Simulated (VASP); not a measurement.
Input of a VASP 6.6.1 run:

The input INCAR:

```
AGGAC = 1.0 ; AGGAX = 1.0
ALDAC = 0.0 ; ALDAX = 1.0
ALGO = Normal ; EDIFF = 1E-6
ENCUT = 560 ; GGA = B5
GGA_COMPAT = False ; ISIF = 2
ISMEAR = -1 ; IVDW = 13
LASPH = True ; LCHARG = True
LELF = True ; LREAL = False
LVHAR = True ; LWAVE = False
NBANDS = 23 ; NELM = 120
PREC = Accurate ; SIGMA = 0.05
VDW_A1 = 0.44488865 ; VDW_A2 = 4.0933009
VDW_S6 = 1.0 ; VDW_S8 = 2.34076671
```

File KPOINTS:

```
k-points
0
Gamma
  11 11 6
```

The input POSCAR:

```
Os
1.0
    2.7877234178      0.0000000000      0.0000000000
   -1.3938617089      2.4142392985      0.0000000000
    0.0000000000      0.0000000000      4.4044215090
Os
2
Direct
    0.6666666667      0.3333333333      0.7500000000
    0.3333333333      0.6666666667      0.2500000000
```

Potentials or basis: VASP PAW PBE potentials, release 64 (Os_sv_GW).

Command:

```sh
$ cat potpaw_PBE.64/Os_sv_GW/POTCAR > POTCAR
$ mpirun -np 1 vasp_std > vasp.out
```

Question: Estimate the pressure.

Answer: -11.4 GPa.

Question: Predict the dispersion energy per atom.

Answer: -1.263 eV.

Question: Predict the band gap on the k mesh.

Answer: Zero (bands 16 and 17 overlap by 3.55 eV).

Stress tensor (GPa, compression positive):
```
-11.10   0.00   0.00
  0.00 -11.10   0.00
  0.00   0.00 -12.11
```

Caveat: the cell stands under tension; the dispersion term is far too large for a dense solid, which distorts pressure and volume; the PAW data sets were made with another functional, which shifts forces and pressure a little; spin-orbit coupling is left out, which moves the levels of the heavy elements.
